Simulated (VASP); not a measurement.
# Sr in VASP: notebook

Sr is run at these levels: PBE; tasks: single point.

Program: VASP 6.6.1. These are calculated values, not measurements. Logs are shortened: lines on timing, memory, paths and dates and some standing lists are left out, and cuts for length are marked.

### 1 The cell of the first run

It takes space group P6_3/mmc (No. 194, hexagonal). Conventional cell: a = 4.310 Å, b = 4.310 Å, c = 7.050 Å, α = 90.00°, β = 90.00°, γ = 120.00°. Within 5.7 Å of Sr (site symmetry -6m2) lie 12 Sr at 4.31 Å.

This isn't the form of Sr at room conditions, which is fcc.

### 2 Single point, PBE

File INCAR:

```
SYSTEM = Sr
  ALGO = Normal
  EDIFF = 1E-6
  ENCUT = 520
  GGA = PE
  ISIF = 2
  ISMEAR = -1
  LASPH = .TRUE.
  LCHARG = .FALSE.
  LREAL = .FALSE.
  LWAVE = .FALSE.
  NBANDS = 17
  NELM = 100
  PREC = Accurate
  SIGMA = 0.03
```

File KPOINTS:

```
k-points
0
G
  9 9 5
  0 0 0
```

File POSCAR:

```
Sr
1.0
    4.3100002207      0.0000000000      0.0000000000
   -2.1550001104      3.7325696814      0.0000000000
    0.0000000000      0.0000000000      7.0500000000
Sr
2
Direct
    0.3333333333      0.6666666667      0.2500000000
    0.6666666667      0.3333333333      0.7500000000
```

Potentials or basis: VASP PAW PBE potentials, release 64 (Sr_sv).

Launch:

```sh
$ cat potpaw_PBE.64/Sr_sv/POTCAR > POTCAR
$ mpirun -np 1 vasp_std > vasp.out
```

OUTCAR:

```text
SYSTEM = Sr
   EDIFF = 1E-6
   ENCUT = 520
   GGA = PE
   ISIF = 2
   ISMEAR = -1
   LASPH = .TRUE.
   LREAL = .FALSE.
   NELM = 100
   PREC = Accurate

 ion  position               nearest neighbor table
   1  0.333  0.667  0.250-   2 4.31   2 4.31   2 4.31   2 4.31   2 4.31   2 4.31
   2  0.667  0.333  0.750-   1 4.31   1 4.31   1 4.31   1 4.31   1 4.31   1 4.31

  LATTYP: Found a hexagonal cell.
 ALAT       =     4.3100002207
 C/A-ratio  =     1.6357307747

  Lattice vectors:

 A1 = (   4.3100002207,   0.0000000000,   0.0000000000)
 A2 = (  -2.1550001104,   3.7325696814,   0.0000000000)
 A3 = (   0.0000000000,   0.0000000000,   7.0500000000)

Analysis of symmetry for initial positions (statically):
=====================================================================
 Subroutine PRICEL returns:
 Original cell was already a primitive cell.

 Routine SETGRP: Setting up the symmetry group for a
 hexagonal supercell.

 Subroutine GETGRP returns: Found 24 space group operations
 (whereof 12 operations were pure point group operations)
 out of a pool of 24 trial point group operations.

The static configuration has the point symmetry D_3d.
 The point group associated with its full space group is D_6h.

Analysis of symmetry for dynamics (positions and initial velocities):
=====================================================================
 Subroutine PRICEL returns:
 Original cell was already a primitive cell.

 Routine SETGRP: Setting up the symmetry group for a
 hexagonal supercell.

 Subroutine GETGRP returns: Found 24 space group operations
 (whereof 12 operations were pure point group operations)
 out of a pool of 24 trial point group operations.

The dynamic configuration has the point symmetry D_3d.
 The point group associated with its full space group is D_6h.

 Subroutine INISYM returns: Found 24 space group operations
 (whereof 12 operations are pure point group operations),
 and found     1 'primitive' translations

----------------------------------------------------------------------------------------

                                     Primitive cell

  volume of cell :     113.4160

  direct lattice vectors                    reciprocal lattice vectors
     4.310000221  0.000000000  0.000000000     0.232018550  0.133955972  0.000000000
    -2.155000110  3.732569681  0.000000000     0.000000000  0.267911944  0.000000000
     0.000000000  0.000000000  7.050000000     0.000000000  0.000000000  0.141843972

[... 81 lines left out ...]
   ENCUT  =  520.0 eV  38.22 Ry    6.18 a.u.   8.01  8.01 13.11*2*pi/ulx,y,z
   NELM   =    100;   NELMIN=  2; NELMDL= -5     # of ELM steps
   EDIFF  = 0.1E-05   stopping-criterion for ELM
   LREAL  =      F    real-space projection
   EDIFFG = 0.1E-04   stopping-criterion for IOM
   NSW    =      0    number of steps for IOM
   IBRION =     -1    ionic relax: 0-MD 1-quasi-New 2-CG
   NFREE  =      0    steps in history (QN), initial steepest desc. (CG)
   ISIF   =      2    stress and relaxation
   ISYM   =      2    0-nonsym 1-usesym 2-fastsym
   POTIM  = 0.5000    time-step for ionic-motion
   TEBEG  =    0.0;   TEEND  =   0.0 temperature during run
   PSTRESS=    0.0 pullay stress
   NELECT =      20.0000    total number of electrons
   NUPDOWN=      -1.0000    fix difference up-down
   EMIN   =  10.00;   EMAX   =-10.00  energy-range for DOS
   EFERMI =   0.00;   METHOD = LEGACY
   ISMEAR =    -1;   SIGMA  =   0.03  broadening in eV -4-tet -1-fermi 0-gaus
   EFERMI_NEDOS =   21; number of points for ismear=-14 and -15
   IALGO  =     38    algorithm
   IMIX   =      4    mixing-type and parameters
     AMIX     =   0.40;   BMIX     =  1.00
     AMIX_MAG =   1.60;   BMIX_MAG =  1.00
  volume/ion in A,a.u.               =      56.71       382.68
  Fermi-wavevector in a.u.,A,eV,Ry     =   0.918037  1.734838 11.466873  0.842791
  Thomas-Fermi vector in A             =   2.043073
   LORBIT       =      0    0 simple, 1 ext, 2 COOP (PROOUT), +10 PAW based schemes
   GGA     = PE    functional components
   LHFCALC =     F    Hartree Fock is set to
   AEXX    =    0.0000 exact exchange contribution
   IVDW    =     0    specifies the selected vdW correction
   LEPSILON=     F    determine dielectric tensor
   LRPA    =     F    only Hartree local field effects (RPA)
 non-spin polarized calculation
  energy-cutoff  :      520.00
  volume of cell :      113.42
 maximum number of plane-waves:      3072
   NGX = 17   NGY = 17   NGZ = 27

 number of electron      20.0000000 magnetization

 Free energy of the ion-electron system (eV)
  ---------------------------------------------------
  ext. energy  EPLUGINS =         0.00000000
  ---------------------------------------------------
  free energy    TOTEN  =        -3.26714871 eV

  energy without entropy =       -3.25947586  energy(sigma->0) =       -3.26331229

 E-fermi :   1.5022     XC(G=0):  -7.2588

 val. band max:        1.5014899985   @ k =   0.0000   0.0000   0.0000
 cond. band min:       1.5031285713   @ k =   0.2222   0.1111   0.0000
 fundamental gap:      0.0016385727
 Fermi energy:         1.5021773225

 k-point     1 :       0.0000    0.0000    0.0000
  band No.  band energies     occupation
      1     -35.1962      2.00000
      2     -35.1843      2.00000
      3     -17.2610      2.00000
      4     -17.1135      2.00000
      5     -17.1135      2.00000
      6     -17.0895      2.00000
[... 457 lines left out ...]
      4     -17.2105      2.00000
      5     -17.2105      2.00000
      6     -17.1737      2.00000
[... 9 lines left out ...]
     16       5.3282      0.00000
     17       5.3297      0.00000

 [... further k-points ...]

------------------------ aborting loop because EDIFF is reached ----------------------------------------

  FORCE on cell =-STRESS in cart. coord.  units (eV):
  Direction    XX          YY          ZZ          XY          YZ          ZX
  --------------------------------------------------------------------------------------
  -------------------------------------------------------------------------------------
  Total       -0.2034869     -0.2034869     -0.1184773      0.0000000      0.0000000      0.0000000
  in kB       -2.8745685     -2.8745685     -1.6736763      0.0000000      0.0000000      0.0000000
  external PRESSURE =      -2.4742711 kB  Pullay stress =       0.0000000 kB

 VOLUME and BASIS-vectors are now :
 -----------------------------------------------------------------------------
  energy-cutoff  :      520.00
  volume of cell :      113.42
      direct lattice vectors                 reciprocal lattice vectors
     4.310000221  0.000000000  0.000000000     0.232018550  0.133955972  0.000000000
    -2.155000110  3.732569681  0.000000000     0.000000000  0.267911944  0.000000000
     0.000000000  0.000000000  7.050000000     0.000000000  0.000000000  0.141843972

 POSITION                                       TOTAL-FORCE (eV/Angst)
 -----------------------------------------------------------------------------------
     -0.00000      2.48838      1.76250         0.000000     -0.000000      0.000000
      2.15500      1.24419      5.28750        -0.000000      0.000000      0.000000
 -----------------------------------------------------------------------------------
    total drift:                               -0.000000      0.000000     -0.000000

  FREE ENERGIE OF THE ION-ELECTRON SYSTEM (eV)
  ---------------------------------------------------
  free  energy   TOTEN  =        -3.2671487130 eV

  energy  without entropy=       -3.2594758631  energy(sigma->0) =       -3.26331229
```

stdout:

```text
POSCAR found type information on POSCAR Sr
 POSCAR found :  1 types and       2 ions
 scaLAPACK will be used
 LDA part: xc-table for (Slater+PW92), standard interpolation
 POSCAR, INCAR and KPOINTS ok, starting setup
 FFT: planning ... GRIDC
 FFT: planning ... GRID_SOFT
 FFT: planning ... GRID
 WAVECAR not read
 entering main loop
```

Run time: 23 s. Hardware: 1 thread of AMD EPYC 9R45 (Zen 5), shared host; peak memory 0.21 GiB.

What came out:

```
Free energy            : -3.2671 eV
Pressure               : -0.2 GPa
Band gap on the k mesh : zero (bands 10 and 11 overlap by 0.22 eV)
```

Stress tensor (GPa, compression positive):
```
-0.29  0.00  0.00
 0.00 -0.29  0.00
 0.00  0.00 -0.17
```

### 3 Single point, PBE (atom 1 (Sr) moved by [0.12, 0.0, 0.0] A)

File INCAR:

```
PREC     = Accurate       # precision mode
ENCUT    = 520            # plane-wave cutoff, eV
EDIFF    = 1E-6           # SCF threshold, eV
ISMEAR   = -1             # smearing method
SIGMA    = 0.03           # smearing width, eV
LREAL    = False          # projectors in reciprocal space
LASPH    = True           # aspherical terms in the spheres
NELM     = 100            # most SCF steps
ALGO     = Normal         # electronic algorithm
ISIF     = 2              # what is computed and relaxed
LWAVE    = False          # write WAVECAR
LCHARG   = False          # write CHGCAR
GGA      = PE             # functional
NBANDS   = 17             # bands
```

File KPOINTS:

```
Automatic mesh
0
Gamma
  9 9 5
```

POSCAR: that of step 2 with these lines changed.

```diff
@@ -8,3 +8,3 @@
 Direct
-    0.3333333333      0.6666666667      0.2500000000
+    0.3611755593      0.6666666667      0.2500000000
     0.6666666667      0.3333333333      0.7500000000
```

Potentials or basis: VASP PAW PBE potentials, release 64 (Sr_sv).

Launch:

```sh
$ cat potpaw_PBE.64/Sr_sv/POTCAR > POTCAR
$ mpirun -np 1 vasp_std > vasp.out
```

It took 81 s on 1 thread of AMD EPYC 9R45 (Zen 5), shared host; peak memory 0.33 GiB.

The run converged. Its results:

```yaml
Free_energy: -3.2649 eV
Pressure: -0.2 GPa
Largest_force: 0.037 eV/Å
Band_gap_on_the_k_mesh: zero (bands 10 and 11 overlap by 0.24 eV)
```

Forces on the atoms (eV/Å):
```
Sr  -0.037  0.005  0.000
Sr   0.037 -0.005  0.000
```

Stress tensor (GPa, compression positive):
```
-0.29 -0.15  0.00
-0.15 -0.29  0.00
 0.00  0.00 -0.16
```

Levels at points of the mesh, in eV from the Fermi level:
```
           k point  band 7  band 8  band 9  band 10  band 11  band 12  band 13  band 14
(0.00, 0.00, 0.00)  -18.59  -18.59   -3.62    -1.14     0.00     2.23     2.23     2.28
```

Caveat: the cell differs from its parent crystal (atom 1 (Sr) moved by [0.12, 0.0, 0.0] A).
